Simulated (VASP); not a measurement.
# CuSi16 (a cell with a defect) in VASP: a series of runs

CuSi16 (a cell with a defect) is run at these levels: PBEsol; tasks: single point.

Everything below comes from runs of VASP 6.6.1. Logs are shortened: lines on timing, memory, paths and dates and some standing lists are left out, and cuts for length are marked.

## (1) The cell of the first run

The cell holds a defect, 17 atoms: a = 7.679 Å, b = 7.679 Å, c = 7.679 Å, α = 60.00°, β = 60.00°, γ = 60.00°.

## (2) Single point, PBEsol

Contents of INCAR:

```
SYSTEM = CuSi16
PREC = Accurate
ENCUT = 520
EDIFF = 1E-7
ISMEAR = 0
SIGMA = 0.02
LREAL = Auto
LASPH = .TRUE.
NELM = 80
ALGO = Normal
ISIF = 2
LWAVE = .FALSE.
LCHARG = .TRUE.
GGA = PS
LELF = .TRUE.
LVHAR = .TRUE.
NBANDS = 52
NELECT = 74.0
```

Contents of KPOINTS:

```
Automatic mesh
0
G
  2 2 2
  0 0 0
```

Contents of POSCAR:

```
CuSi16
1.0
    0.0000000000      5.4300000000      5.4300000000
    5.4300000000      0.0000000000      5.4300000000
    5.4300000000      5.4300000000      0.0000000000
Si Cu
16 1
Direct
   -0.0226557090      0.0046862799      0.0128492634
    0.1201976059      0.1279786372      0.1185545120
   -0.0017127993     -0.0104678637      0.5080367403
    0.1151026703      0.1234271639      0.6379739411
    0.0091334254      0.5103140884     -0.0300244015
    0.1203763352      0.6328862799      0.1185951197
   -0.0016854512      0.5040349908      0.5081193370
    0.1598663904      0.6212616022      0.5976157459
    0.4924584715     -0.0024139042      0.0085137201
    0.6061649171      0.1288417127      0.1358811234
    0.4881061694      0.0009105893      0.5097604972
    0.6243279926      0.1131528545      0.6340303867
    0.4926101289      0.5011528545      0.0084418048
    0.6344703499      0.6249128913      0.1155053407
    0.5315897790      0.4868212707      0.4943903315
    0.6243528545      0.6281889503      0.6339587477
    0.9461209024      0.3576667587      0.3384919890
```

Potentials or basis: VASP PAW PBE potentials, release 64 (Si, Cu).

Launch:

```
$ cat potpaw_PBE.64/Si/POTCAR potpaw_PBE.64/Cu/POTCAR > POTCAR
$ mpirun -np 1 vasp_std > vasp.out
```

OUTCAR:

```text
SYSTEM = CuSi16
   PREC = Accurate
   ENCUT = 520
   EDIFF = 1E-7
   ISMEAR = 0
   LREAL = Auto
   LASPH = .TRUE.
   NELM = 80
   ISIF = 2
   GGA = PS
   NELECT = 74.0

 ion  position               nearest neighbor table
   1  0.977  0.005  0.013-  10 2.33   6 2.34   2 2.34   4 2.35
   2  0.120  0.128  0.119-   1 2.34   9 2.34   5 2.40   3 2.44  17 2.47
   3  0.998  0.990  0.508-   8 2.33  12 2.34  17 2.36   4 2.39   2 2.44
   4  0.115  0.123  0.638-  11 2.34   1 2.35   7 2.39   3 2.39  17 2.59
   5  0.009  0.510  0.970-   8 2.34  17 2.34  14 2.35   2 2.40   6 2.40
   6  0.120  0.633  0.119-   1 2.34  13 2.34   5 2.40   7 2.44  17 2.47
   7  0.998  0.504  0.508-   8 2.33  16 2.34  17 2.36   4 2.39   6 2.44
   8  0.160  0.621  0.598-   3 2.33   7 2.33  15 2.33   5 2.34
   9  0.492  0.998  0.009-  10 2.34   2 2.34  14 2.34  12 2.35
  10  0.606  0.129  0.136-   1 2.33  13 2.34   9 2.34  11 2.34
  11  0.488  0.001  0.510-  16 2.34  12 2.34   4 2.34  10 2.34
  12  0.624  0.113  0.634-  11 2.34   3 2.34   9 2.35  15 2.35
  13  0.493  0.501  0.008-  10 2.34   6 2.34  14 2.34  16 2.35
  14  0.634  0.625  0.116-   9 2.34  13 2.34   5 2.35  15 2.38  17 2.92
  15  0.532  0.487  0.494-   8 2.33  12 2.35  16 2.35  14 2.38  17 2.60
  16  0.624  0.628  0.634-  11 2.34   7 2.34  13 2.35  15 2.35
  17  0.946  0.358  0.338-   5 2.34   3 2.36   7 2.36   6 2.47   2 2.47   4 2.59  15 2.60  14 2.92

  LATTYP: Found a face centered cubic cell.
 ALAT       =    10.8600000000

  Lattice vectors:

 A1 = (   0.0000000000,   5.4300000000,   5.4300000000)
 A2 = (   5.4300000000,   0.0000000000,   5.4300000000)
 A3 = (   5.4300000000,   5.4300000000,   0.0000000000)

Analysis of symmetry for initial positions (statically):
=====================================================================
 Subroutine PRICEL returns:
 Original cell was already a primitive cell.

 Routine SETGRP: Setting up the symmetry group for a
 face centered cubic supercell.

 Subroutine GETGRP returns: Found  1 space group operations
 (whereof  1 operations were pure point group operations)
 out of a pool of 48 trial point group operations.

The static configuration has the point symmetry C_1 .

Analysis of symmetry for dynamics (positions and initial velocities):
=====================================================================
 Subroutine PRICEL returns:
 Original cell was already a primitive cell.

 Routine SETGRP: Setting up the symmetry group for a
 face centered cubic supercell.

 Subroutine GETGRP returns: Found  1 space group operations
 (whereof  1 operations were pure point group operations)
 out of a pool of 48 trial point group operations.

The dynamic configuration has the point symmetry C_1 .

 Subroutine INISYM returns: Found  1 space group operations
 (whereof  1 operations are pure point group operations),
 and found     1 'primitive' translations

----------------------------------------------------------------------------------------

                                     Primitive cell

  volume of cell :     320.2060

  direct lattice vectors                    reciprocal lattice vectors
     0.000000000  5.430000000  5.430000000    -0.092081031  0.092081031  0.092081031
     5.430000000  0.000000000  5.430000000     0.092081031 -0.092081031  0.092081031
     5.430000000  5.430000000  0.000000000     0.092081031  0.092081031 -0.092081031

  length of vectors
     7.679179644  7.679179644  7.679179644     0.159489025  0.159489025  0.159489025

  position of ions in fractional coordinates (direct lattice)
     0.977344291  0.004686280  0.012849263
     0.120197606  0.127978637  0.118554512
     0.998287201  0.989532136  0.508036740
     0.115102670  0.123427164  0.637973941
     0.009133425  0.510314088  0.969975598
     0.120376335  0.632886280  0.118595120
[... 9 lines left out ...]
     0.624352855  0.628188950  0.633958748
     0.946120902  0.357666759  0.338491989

  ion indices of the primitive-cell ions
   primitive index   ion index
                 1           1
                 2           2
                 3           3
                 4           4
                 5           5
                 6           6
[... 9 lines left out ...]
                16          16
                17          17

----------------------------------------------------------------------------------------

 KPOINTS: Automatic mesh

Automatic generation of k-mesh.
 Grid dimensions read from file:
 generate k-points for:    2    2    2

 Generating k-lattice:

  Cartesian coordinates                     Fractional coordinates (reciprocal lattice)
    -0.046040516  0.046040516  0.046040516     0.500000000  0.000000000  0.000000000
     0.046040516 -0.046040516  0.046040516     0.000000000  0.500000000  0.000000000
     0.046040516  0.046040516 -0.046040516     0.000000000  0.000000000  0.500000000

  Length of vectors
     0.079744512  0.079744512  0.079744512

  Shift w.r.t. Gamma in fractional coordinates (k-lattice)
     0.000000000  0.000000000  0.000000000

 Subroutine IBZKPT returns following result:
 ===========================================

 Found      8 irreducible k-points:

 Following reciprocal coordinates:
            Coordinates               Weight
  0.000000  0.000000  0.000000      1.000000
  0.500000  0.000000  0.000000      1.000000
  0.000000  0.500000  0.000000      1.000000
  0.000000  0.000000  0.500000      1.000000
  0.500000  0.500000  0.500000      1.000000
  0.500000  0.500000  0.000000      1.000000
  0.000000  0.500000  0.500000      1.000000
  0.500000  0.000000  0.500000      1.000000
   k-points           NKPTS =      8   k-points in BZ     NKDIM =      8   number of bands    NBANDS=     52
   number of dos      NEDOS =    301   number of ions     NIONS =     17
   total plane-waves  NPLWV = 216000
   dimension x,y,z NGX =    60 NGY =   60 NGZ =   60
   dimension x,y,z NGXF=   120 NGYF=  120 NGZF=  120
   ions per type =              16   1
   NGX,Y,Z   is equivalent  to a cutoff of  12.99, 12.99, 12.99 a.u.
   NGXF,Y,Z  is equivalent  to a cutoff of  25.98, 25.98, 25.98 a.u.
 SYSTEM =  CuSi16
   PREC   = accura    normal or accurate (medium, high low for compatibility)
   ISTART =      0    job   : 0-new  1-cont  2-samecut
   ICHARG =      2    charge: 1-file 2-atom 10-const
   ISPIN  =      1    spin polarized calculation?
   LNONCOLLINEAR =      F non collinear calculations
   LSORBIT =      F    spin-orbit coupling
   LASPH  =      T    aspherical Exc in radial PAW
   ENCUT  =  520.0 eV  38.22 Ry    6.18 a.u.  14.28 14.28 14.28*2*pi/ulx,y,z
   NELM   =     80;   NELMIN=  2; NELMDL= -5     # of ELM steps
   EDIFF  = 0.1E-06   stopping-criterion for ELM
   LREAL  =      T    real-space projection
   EDIFFG = 0.1E-05   stopping-criterion for IOM
   NSW    =      0    number of steps for IOM
   IBRION =     -1    ionic relax: 0-MD 1-quasi-New 2-CG
   NFREE  =      0    steps in history (QN), initial steepest desc. (CG)
   ISIF   =      2    stress and relaxation
   ISYM   =      2    0-nonsym 1-usesym 2-fastsym
   POTIM  = 0.5000    time-step for ionic-motion
   TEBEG  =    0.0;   TEEND  =   0.0 temperature during run
   PSTRESS=    0.0 pullay stress
   NELECT =      74.0000    total number of electrons
   NUPDOWN=      -1.0000    fix difference up-down
   EMIN   =  10.00;   EMAX   =-10.00  energy-range for DOS
   EFERMI =   0.00;   METHOD = LEGACY
   ISMEAR =     0;   SIGMA  =   0.02  broadening in eV -4-tet -1-fermi 0-gaus
   EFERMI_NEDOS =   21; number of points for ismear=-14 and -15
   IALGO  =     38    algorithm
   IMIX   =      4    mixing-type and parameters
     AMIX     =   0.40;   BMIX     =  1.00
     AMIX_MAG =   1.60;   BMIX_MAG =  1.00
  volume/ion in A,a.u.               =      18.84       127.11
  Fermi-wavevector in a.u.,A,eV,Ry     =   1.004636  1.898488 13.732283  1.009294
  Thomas-Fermi vector in A             =   2.137265
   LORBIT       =      0    0 simple, 1 ext, 2 COOP (PROOUT), +10 PAW based schemes
   GGA     = PS    functional components
   LHFCALC =     F    Hartree Fock is set to
   AEXX    =    0.0000 exact exchange contribution
   IVDW    =     0    specifies the selected vdW correction
   LEPSILON=     F    determine dielectric tensor
   LRPA    =     F    only Hartree local field effects (RPA)
 non-spin polarized calculation
 Gauss-broadening in eV      SIGMA  =   0.02
  energy-cutoff  :      520.00
  volume of cell :      320.21
 maximum number of plane-waves:      8646
 NGX is ok and might be reduce to    60
   NGX = 29   NGY = 29   NGZ = 29

 number of electron      74.0000002 magnetization

 Free energy of the ion-electron system (eV)
  ---------------------------------------------------
  ext. energy  EPLUGINS =         0.00000000
  ---------------------------------------------------
  free energy    TOTEN  =      -100.08494827 eV

  energy without entropy =     -100.08494827  energy(sigma->0) =     -100.08494827

 E-fermi :   6.3482     XC(G=0):  -9.7561

 val. band max:        6.2530870353   @ k =   0.0000   0.0000   0.0000
 cond. band min:       6.4473981646   @ k =   0.0000   0.0000   0.0000
 fundamental gap:      0.1943111293
 Fermi energy:         6.3481967836

 k-point     1 :       0.0000    0.0000    0.0000
  band No.  band energies     occupation
      1      -5.9717      2.00000
      2      -3.5894      2.00000
      3      -3.5740      2.00000
      4      -3.5463      2.00000
      5      -3.5163      2.00000
      6      -2.0900      2.00000
[... 41 lines left out ...]
     48       8.3676      0.00000
     49       8.5121      0.00000

 k-point     2 :       0.5000    0.0000    0.0000
  band No.  band energies     occupation
      1      -5.3332      2.00000
      2      -4.9699      2.00000
      3      -3.3268      2.00000
      4      -3.2957      2.00000
      5      -3.2646      2.00000
      6      -3.1030      2.00000
[... 304 lines left out ...]
 k-point     8 :       0.5000    0.0000    0.5000
  band No.  band energies     occupation
      1      -5.0127      2.00000
      2      -4.7880      2.00000
      3      -3.9460      2.00000
      4      -3.8291      2.00000
      5      -3.8270      2.00000
      6      -3.7821      2.00000
[... 41 lines left out ...]
     48      10.3551      0.00000
     49      10.3807      0.00000
 [bands above 49 left out]

------------------------ aborting loop because EDIFF is reached ----------------------------------------

  FORCE on cell =-STRESS in cart. coord.  units (eV):
  Direction    XX          YY          ZZ          XY          YZ          ZX
  --------------------------------------------------------------------------------------
  -------------------------------------------------------------------------------------
  Total       -5.4018522     -6.0891910     -5.3913291     -0.0087216      0.0015474      0.5770028
  in kB      -27.0286154    -30.4677718    -26.9759620     -0.0436394      0.0077426      2.8870811
  external PRESSURE =     -28.1574498 kB  Pullay stress =       0.0000000 kB

 VOLUME and BASIS-vectors are now :
 -----------------------------------------------------------------------------
  energy-cutoff  :      520.00
  volume of cell :      320.21
      direct lattice vectors                 reciprocal lattice vectors
     0.000000000  5.430000000  5.430000000    -0.092081031  0.092081031  0.092081031
     5.430000000  0.000000000  5.430000000     0.092081031 -0.092081031  0.092081031
     5.430000000  5.430000000  0.000000000     0.092081031  0.092081031 -0.092081031

 POSITION                                       TOTAL-FORCE (eV/Angst)
 -----------------------------------------------------------------------------------
      0.09522      5.37675      5.33243         0.003282     -0.005356      0.000107
      1.33868      1.29642      1.34760        -0.008011     -0.001481     -0.014169
      8.13180      8.17934     10.79386        -0.018438      0.011588     -0.009847
      4.13441      4.08921      1.29522         0.004173      0.003037     -0.005128
      8.03797      5.31656      2.82060        -0.009119     -0.011666      0.011037
      4.08054      1.29762      4.09022         0.013796     -0.003258      0.006100
[... 9 lines left out ...]
      6.85346      6.83263      6.80130        -0.002082     -0.004275      0.001239
      3.78014      6.97545      7.07957        -0.003405      0.025053      0.003997
 -----------------------------------------------------------------------------------
    total drift:                               -0.004440      0.004918      0.005578

  FREE ENERGIE OF THE ION-ELECTRON SYSTEM (eV)
  ---------------------------------------------------
  free  energy   TOTEN  =      -100.0849482742 eV

  energy  without entropy=     -100.0849482742  energy(sigma->0) =     -100.08494827
```

Wall time 2.7 min (1 thread of Intel Xeon 6975P-C (Granite Rapids), shared host); peak memory 0.49 GiB.

What came out:

```
Free energy   : -100.0849 eV
Largest force : 0.026 eV/Å
```

Forces in eV/Å, atoms in the order of the input:
```
Si   0.003 -0.005  0.000
Si  -0.008 -0.001 -0.014
Si  -0.018  0.012 -0.010
Si   0.004  0.003 -0.005
Si  -0.009 -0.012  0.011
Si   0.014 -0.003  0.006
Si   0.007  0.010  0.017
Si   0.004  0.010 -0.005
Si  -0.004 -0.005 -0.003
Si   0.005 -0.009 -0.006
Si   0.000 -0.002  0.001
Si  -0.001 -0.004  0.003
Si   0.002 -0.004  0.004
Si   0.005 -0.006 -0.005
Si   0.003 -0.004 -0.001
Si  -0.002 -0.004  0.001
Cu  -0.003  0.025  0.004
```

Levels at points of the mesh, in eV from the Fermi level:
```csv
k point,band 34,band 35,band 36,band 37,band 38,band 39,band 40,band 41
"(0.00, 0.00, 0.00)",-0.98,-0.70,-0.20,-0.10,0.10,0.34,0.48,0.51
"(0.50, 0.00, 0.00)",-0.90,-0.88,-0.69,-0.53,0.45,0.91,1.22,1.28
"(0.00, 0.50, 0.00)",-0.92,-0.88,-0.84,-0.74,0.48,1.03,1.18,1.21
"(0.00, 0.00, 0.50)",-0.93,-0.88,-0.84,-0.80,0.39,1.10,1.17,1.23
"(0.50, 0.50, 0.50)",-0.92,-0.88,-0.84,-0.74,0.48,1.03,1.18,1.21
"(0.50, 0.50, 0.00)",-1.53,-1.45,-1.43,-1.06,0.58,0.92,1.88,1.99
"(0.00, 0.50, 0.50)",-1.53,-1.45,-1.43,-1.06,0.58,0.92,1.88,1.99
"(0.50, 0.00, 0.50)",-1.50,-1.50,-1.41,-1.11,0.60,0.91,1.89,1.97
```

Caveat: the k points lie up to 0.50 Å⁻¹ apart; the cell carries a net charge on a neutralising background, which shifts energy and pressure; the cell is charged against a uniform background, so pressure and absolute levels hang on convention; the PAW data sets were made with another functional, which shifts forces and pressure a little.

## (3) Single point, PBEsol

Contents of INCAR:

```
ALGO = Normal
EDIFF = 1E-6
ENCUT = 520
GGA = PS
ISIF = 2
ISMEAR = 0
LASPH = True
LCHARG = False
LREAL = Auto
LWAVE = False
NBANDS = 52
NELECT = 74.0
NELM = 60
PREC = Accurate
SIGMA = 0.02
```

Contents of KPOINTS:

```
k-points
0
Gamma
  2 2 2
```

Contents of POSCAR:

```
CuSi16
1.0
    0.0000000000      5.4300000000      5.4300000000
    5.4300000000      0.0000000000      5.4300000000
    5.4300000000      5.4300000000      0.0000000000
Si Cu
16 1
Direct
   -0.0385998158      0.0157819521      0.0158666667
    0.1208162063      0.1210152855      0.1206972376
    0.0018829650     -0.0193444751      0.5113109576
    0.1172395948      0.1159392265      0.6439419890
    0.0026579190      0.5114133517     -0.0200588398
    0.1177431860      0.6440081952      0.1154835175
    0.0030022099      0.5059664825      0.5056913444
    0.1644741252      0.6098538674      0.6088407919
    0.4924546961     -0.0018342541     -0.0015767956
    0.5894786372      0.1355602210      0.1360316759
    0.4885589319      0.0016727440      0.5096627993
    0.6300347145      0.1164951197      0.6249575506
    0.4890187845      0.5091143646      0.0018220994
    0.6307905157      0.6247579190      0.1160227440
    0.5368096685      0.4892358195      0.4888533149
    0.6308093002      0.6282087477      0.6282645488
    1.0247543278      0.3248666667      0.3244003683
```

Potentials or basis: VASP PAW PBE potentials, release 64 (Si, Cu).

Launch:

```
$ cat potpaw_PBE.64/Si/POTCAR potpaw_PBE.64/Cu/POTCAR > POTCAR
$ mpirun -np 1 vasp_std > vasp.out
```

It took 2.3 min on 1 thread of Intel Xeon 6975P-C (Granite Rapids), shared host; peak memory 0.5 GiB.

Results (log left out):

```
Free energy   : -100.0680 eV
Largest force : 0.052 eV/Å
```

Forces on the atoms (eV/Å):
```
Si  -0.007  0.002  0.006
Si  -0.006  0.000 -0.004
Si  -0.017  0.010 -0.010
Si   0.009  0.003 -0.002
Si  -0.023 -0.019  0.013
Si   0.011  0.001 -0.001
Si   0.003  0.014  0.013
Si   0.009  0.007 -0.002
Si  -0.006 -0.003  0.002
Si   0.003  0.000  0.000
Si  -0.006 -0.003  0.005
Si  -0.002  0.009 -0.003
Si  -0.004 -0.001  0.002
Si   0.000 -0.004  0.005
Si  -0.001  0.004  0.003
Si   0.004  0.007  0.004
Cu   0.034 -0.026 -0.030
```

Levels at points of the mesh, in eV from the Fermi level:
```
           k point  band 33  band 34  band 35  band 36  band 37  band 38  band 39  band 40  band 41  band 42
(0.00, 0.00, 0.00)    -1.17    -1.11    -0.57    -0.22    -0.08     0.08     0.11     0.45     0.49     0.65
(0.50, 0.00, 0.00)    -2.17    -0.91    -0.90    -0.61    -0.46     0.49     0.89     1.35     1.36     1.47
(0.00, 0.50, 0.00)    -2.02    -1.06    -0.98    -0.90    -0.75     0.55     0.96     1.03     1.20     1.31
(0.00, 0.00, 0.50)    -2.02    -1.06    -0.98    -0.90    -0.75     0.55     0.96     1.03     1.20     1.30
(0.50, 0.50, 0.50)    -2.02    -1.06    -0.95    -0.90    -0.70     0.57     0.97     1.05     1.22     1.33
(0.50, 0.50, 0.00)    -1.83    -1.64    -1.48    -1.44    -1.18     0.63     0.78     1.81     2.00     2.14
(0.00, 0.50, 0.50)    -1.84    -1.64    -1.49    -1.46    -1.13     0.63     0.77     1.80     2.01     2.14
(0.50, 0.00, 0.50)    -1.83    -1.64    -1.48    -1.44    -1.18     0.63     0.78     1.81     2.00     2.13
```

Caveat: the k points lie up to 0.50 Å⁻¹ apart; the cell carries a net charge on a neutralising background, which shifts energy and pressure; the cell is charged against a uniform background, so pressure and absolute levels hang on convention; the PAW data sets were made with another functional, which shifts forces and pressure a little.

(Part 1 of 2 ends here.)
